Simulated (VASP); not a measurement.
Input of a VASP 6.6.1 run:

File INCAR:

```
PREC     = Accurate       # precision mode
ENCUT    = 600            # plane-wave cutoff, eV
EDIFF    = 1E-7           # SCF threshold, eV
ISMEAR   = -1             # smearing method
SIGMA    = 0.1            # smearing width, eV
LREAL    = F              # projectors in reciprocal space
LASPH    = T              # aspherical terms in the spheres
NELM     = 60             # most SCF steps
ALGO     = Normal         # electronic algorithm
ISIF     = 3              # what is computed and relaxed
LWAVE    = F              # write WAVECAR
LCHARG   = F              # write CHGCAR
GGA      = PS             # functional
IBRION   = 2              # ionic algorithm
NSW      = 80             # ionic steps
EDIFFG   = -0.02          # ionic threshold
PSTRESS  = 200.0
```

Contents of KPOINTS:

```
regular mesh
0
Gamma
  13 13 13
```

The input POSCAR:

```
Sn
1.0
   -1.7265390000      1.7755470000      2.3383420000
    1.7265390000     -1.7755470000      2.3383420000
    1.7265390000      1.7755470000     -2.3383420000
Sn
1
Direct
    0.0000000000      0.0000000000      0.0000000000
```

Potentials or basis: VASP PAW PBE potentials, release 64 (Sn_d).

Command:

```bash
$ cat potpaw_PBE.64/Sn_d/POTCAR > POTCAR
$ mpirun -np 1 vasp_std > vasp.out
```

Q: Predict the relaxed cell.

A: a = 3.110 Å, b = 3.110 Å, c = 3.110 Å, α = 119.94°, β = 119.89°, γ = 90.15°.

Q: Predict the band gap on the k mesh.

A: Zero (bands 7 and 8 overlap by 12.23 eV).

Q: Predict the space group after relaxing (to 0.1 Å).

A: Fm-3m (No. 225).

The path:
```csv
step,energy change (eV),largest force (eV/Å),pressure (GPa),volume (Å³)
1,0.0000,0.0000,-3.56,28.67
2,2.9156,0.0000,140.40,14.50
3,0.1699,0.0000,16.31,21.93
4,0.2106,0.0000,18.53,21.56
5,0.2388,0.0000,20.02,21.32
6,0.2381,0.0000,20.03,21.31
7,0.2392,0.0000,20.11,21.29
8,0.2327,0.0000,19.84,21.34
9,0.2274,0.0000,19.59,21.37
10,0.2347,0.0000,19.96,21.31
11,0.2415,0.0000,20.34,21.25
12,0.2568,0.0000,21.16,21.13
13,0.2457,0.0000,20.56,21.21
14,0.2319,0.0000,19.83,21.32
15,0.2350,0.0000,20.00,21.30
```

Caveat: the cell is relaxed towards a set pressure, so the run minimises the enthalpy, not the energy; the volume moved by over 15 % at a fixed basis, so the end points are rough; the PAW data sets were made with another functional, which shifts forces and pressure a little; spin-orbit coupling is left out, which moves the levels of the heavy elements.
